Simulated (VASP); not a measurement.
# MgTe4 (Pm-3m) in VASP: notebook, part 2 of 2

VASP 6.6.1.

### 4 Relaxation of cell and atoms, PBE

This run uses another cell than the first one, of 38.78 Å³/atom.

INCAR

```
SYSTEM = MgTe4
ALGO = Normal
EDIFF = 1E-6
EDIFFG = -0.01
ENCUT = 600
GGA = PE
IBRION = 2
ISIF = 3
ISMEAR = 0
LASPH = .TRUE.
LCHARG = .FALSE.
LREAL = .FALSE.
LWAVE = .FALSE.
NELM = 100
NSW = 100
PREC = Accurate
SIGMA = 0.1
```

KPOINTS

```
k-points
0
G
  8 8 8
  0 0 0
```

POSCAR

```
MgTe4
1.0
    5.7877622643      0.0000000000      0.0000000000
    0.0000000000      5.7877622643      0.0000000000
    0.0000000000      0.0000000000      5.7877622643
Mg Te
1 4
Direct
    0.0000000000      0.0000000000      0.0000000000
    0.5000000000      0.5000000000      0.5000000000
    0.0000000000      0.5000000000      0.5000000000
    0.5000000000      0.0000000000      0.5000000000
    0.5000000000      0.5000000000      0.0000000000
```

Potentials or basis: VASP PAW PBE potentials, release 64 (Mg, Te).

The run is started by

```
cat potpaw_PBE.64/Mg/POTCAR potpaw_PBE.64/Te/POTCAR > POTCAR
mpirun -np 1 vasp_std > vasp.out
```

OUTCAR:

```text
SYSTEM = MgTe4
   EDIFF = 1E-6
   EDIFFG = -0.01
   ENCUT = 600
   GGA = PE
   IBRION = 2
   ISIF = 3
   ISMEAR = 0
   LASPH = .TRUE.
   LREAL = .FALSE.
   NELM = 100
   NSW = 100
   PREC = Accurate

 ion  position               nearest neighbor table
   1  0.000  0.000  0.000-
   2  0.500  0.500  0.500-   3 2.89   4 2.89   5 2.89   5 2.89   4 2.89   3 2.89
   3  0.000  0.500  0.500-   2 2.89   2 2.89
   4  0.500  0.000  0.500-   2 2.89   2 2.89
   5  0.500  0.500  0.000-   2 2.89   2 2.89

  LATTYP: Found a simple cubic cell.
 ALAT       =     5.7877622643

  Lattice vectors:

 A1 = (   5.7877622643,   0.0000000000,   0.0000000000)
 A2 = (   0.0000000000,   5.7877622643,   0.0000000000)
 A3 = (   0.0000000000,   0.0000000000,   5.7877622643)

Analysis of symmetry for initial positions (statically):
=====================================================================
 Subroutine PRICEL returns:
 Original cell was already a primitive cell.

 Routine SETGRP: Setting up the symmetry group for a
 simple cubic supercell.

 Subroutine GETGRP returns: Found 48 space group operations
 (whereof 48 operations were pure point group operations)
 out of a pool of 48 trial point group operations.

The static configuration has the point symmetry O_h .

Analysis of symmetry for dynamics (positions and initial velocities):
=====================================================================
 Subroutine PRICEL returns:
 Original cell was already a primitive cell.

 Routine SETGRP: Setting up the symmetry group for a
 simple cubic supercell.

 Subroutine GETGRP returns: Found 48 space group operations
 (whereof 48 operations were pure point group operations)
 out of a pool of 48 trial point group operations.

The dynamic configuration has the point symmetry O_h .
[... 182 lines left out ...]
      2.89388      2.89388      0.00000         0.000000      0.000000      0.000000
 -----------------------------------------------------------------------------------
    total drift:                               -0.000000     -0.000000     -0.000000

  FREE ENERGIE OF THE ION-ELECTRON SYSTEM (eV)
  ---------------------------------------------------
  free  energy   TOTEN  =       -12.0718599230 eV

  energy  without entropy=      -12.0569521723  energy(sigma->0) =      -12.06440605

--------------------------------------- Ionic step        2  -------------------------------------------

 number of electron      26.0000002 magnetization

 Free energy of the ion-electron system (eV)
  ---------------------------------------------------
  ext. energy  EPLUGINS =         0.00000000
  ---------------------------------------------------
  free energy    TOTEN  =       -12.07555517 eV

  energy without entropy =      -12.06117850  energy(sigma->0) =      -12.06836684

 E-fermi :   3.4829     XC(G=0):  -8.1893

 val. band max:        3.4798693827   @ k =   0.3750   0.3750   0.2500
 cond. band min:       3.4868463819   @ k =   0.5000   0.2500   0.2500
 fundamental gap:      0.0069769991
 Fermi energy:         3.4829461589

 k-point     1 :       0.0000    0.0000    0.0000
  band No.  band energies     occupation
      1     -10.0976      2.00000
      2      -6.5218      2.00000
      3      -6.5218      2.00000
      4      -4.7233      2.00000
      5      -2.2228      2.00000
      6      -2.2228      2.00000
[... 457 lines left out ...]
      4      -6.0380      2.00000
      5      -1.5554      2.00000
      6       0.3326      2.00000
[... 9 lines left out ...]
     16       4.4745      0.00000
     17       6.6676      0.00000

 [... further k-points ...]

------------------------ aborting loop because EDIFF is reached ----------------------------------------

  FORCE on cell =-STRESS in cart. coord.  units (eV):
  Direction    XX          YY          ZZ          XY          YZ          ZX
  --------------------------------------------------------------------------------------
  -------------------------------------------------------------------------------------
  Total        0.0447020      0.0447020      0.0447020     -0.0000000      0.0000000     -0.0000000
  in kB        0.3750223      0.3750223      0.3750223     -0.0000000      0.0000000     -0.0000000
  external PRESSURE =       0.3750223 kB  Pullay stress =       0.0000000 kB

 VOLUME and BASIS-vectors are now :
 -----------------------------------------------------------------------------
  energy-cutoff  :      600.00
  volume of cell :      190.98
      direct lattice vectors                 reciprocal lattice vectors
     5.758733230  0.000000000 -0.000000000     0.173649301 -0.000000000 -0.000000000
     0.000000000  5.758733230  0.000000000    -0.000000000  0.173649301  0.000000000
     0.000000000 -0.000000000  5.758733230     0.000000000 -0.000000000  0.173649301

 POSITION                                       TOTAL-FORCE (eV/Angst)
 -----------------------------------------------------------------------------------
      0.00000      0.00000      0.00000         0.000000     -0.000000      0.000000
      2.87937      2.87937      2.87937         0.000000      0.000000      0.000000
      0.00000      2.87937      2.87937        -0.000000      0.000000      0.000000
      2.87937     -0.00000      2.87937         0.000000      0.000000      0.000000
      2.87937      2.87937      0.00000         0.000000     -0.000000      0.000000
 -----------------------------------------------------------------------------------
    total drift:                               -0.000000     -0.000000     -0.000000

  FREE ENERGIE OF THE ION-ELECTRON SYSTEM (eV)
  ---------------------------------------------------
  free  energy   TOTEN  =       -12.0755551745 eV

  energy  without entropy=      -12.0611784959  energy(sigma->0) =      -12.06836684

 reached required accuracy - stopping structural energy minimisation
```

OSZICAR:

```text
N       E                     dE             d eps       ncg     rms          rms(c)
DAV:   1     0.133664187188E+03    0.13366E+03   -0.10038E+04  1190   0.133E+03
DAV:   2    -0.186765959703E+01   -0.13553E+03   -0.13309E+03  1723   0.174E+02
DAV:   3    -0.127126010253E+02   -0.10845E+02   -0.10719E+02  1409   0.559E+01
[... 14 lines left out ...]
DAV:   4    -0.120757356780E+02    0.53628E-03   -0.44225E-04  1306   0.101E-01    0.176E-01
DAV:   5    -0.120755670651E+02    0.16861E-03   -0.21890E-04  1339   0.682E-02    0.986E-02
DAV:   6    -0.120755564677E+02    0.10597E-04   -0.32863E-05  1551   0.271E-02    0.268E-02
DAV:   7    -0.120755551743E+02    0.12934E-05   -0.19877E-06  1074   0.695E-03    0.687E-03
DAV:   8    -0.120755551745E+02   -0.28490E-09   -0.17909E-07   638   0.258E-03
   2 F= -.12075555E+02 E0= -.12068367E+02  d E =-.369525E-02
```

Wall time 4.3 min (1 thread of AMD EPYC 7R13, shared host); peak memory 0.39 GiB.

What came out:

```
Free energy                           : -12.0756 eV
Relaxed volume                        : 38.20 Å³/atom
Relaxed cell                          : a = 5.759 Å, b = 5.759 Å, c = 5.759 Å, α = 90.00°, β = 90.00°, γ = 90.00°
Space group after relaxing (to 0.1 Å) : Pm-3m (No. 221)
Energy gained by relaxing             : 0.7 meV/atom
Ionic steps                           : 2
Pressure after relaxing               : 0.0 GPa
Band gap on the k mesh                : zero (bands 13 and 14 overlap by 0.87 eV)
```

Step by step:
| step | energy change (eV) | largest force (eV/Å) | pressure (GPa) | volume (Å³) |
| --- | --- | --- | --- | --- |
| 1 | 0.0000 | 0.0000 | -0.43 | 193.88 |
| 2 | -0.0037 | 0.0000 | 0.04 | 190.98 |

Final structure:
```cif
data_structure
_symmetry_space_group_name_H-M 'P 1'
_symmetry_Int_Tables_number 1
_cell_length_a 5.7587
_cell_length_b 5.7587
_cell_length_c 5.7587
_cell_angle_alpha 90.000
_cell_angle_beta 90.000
_cell_angle_gamma 90.000
_cell_volume 190.98
loop_
_atom_site_label
_atom_site_type_symbol
_atom_site_fract_x
_atom_site_fract_y
_atom_site_fract_z
_atom_site_occupancy
Mg1 Mg 0.00000 0.00000 0.00000 1
Te1 Te 0.50000 0.50000 0.50000 1
Te2 Te 0.00000 0.50000 0.50000 1
Te3 Te 0.50000 0.00000 0.50000 1
Te4 Te 0.50000 0.50000 0.00000 1
```

Caveat: spin-orbit coupling is left out, which moves the levels of the heavy elements.

### 5 The runs side by side

| task | cell | k mesh | cutoff (eV) | gap on the mesh (eV) | pressure (GPa) | relaxed volume (Å³/atom) |
| --- | --- | --- | --- | --- | --- | --- |
| relaxation of cell and atoms | relaxed from a = 5.253 Å, 5 atoms | 4 × 4 × 4 | 600 | none | 0.1 | 38.65 |
| single point | a = 5.762 Å, 5 atoms | 8 × 8 × 8 | 520 | none | 0.0 | - |
| relaxation of cell and atoms | relaxed from a = 5.788 Å, 5 atoms | 8 × 8 × 8 | 600 | none | 0.0 | 38.20 |

Alike in all rows: level PBE; potentials or basis VASP PAW PBE potentials, release 64 (Mg, Te); no spin polarisation; smearing gaussian 0.1 eV.

Caveats: spin-orbit coupling is left out, which moves the levels of the heavy elements; the volume moved by over 15 % at a fixed basis, so the end points are rough (at least some runs); semilocal functionals underestimate gaps, so a narrow gap can read as zero (at least some runs).

Total energies depend on the potentials used, so only differences within one code and one set of settings carry meaning.
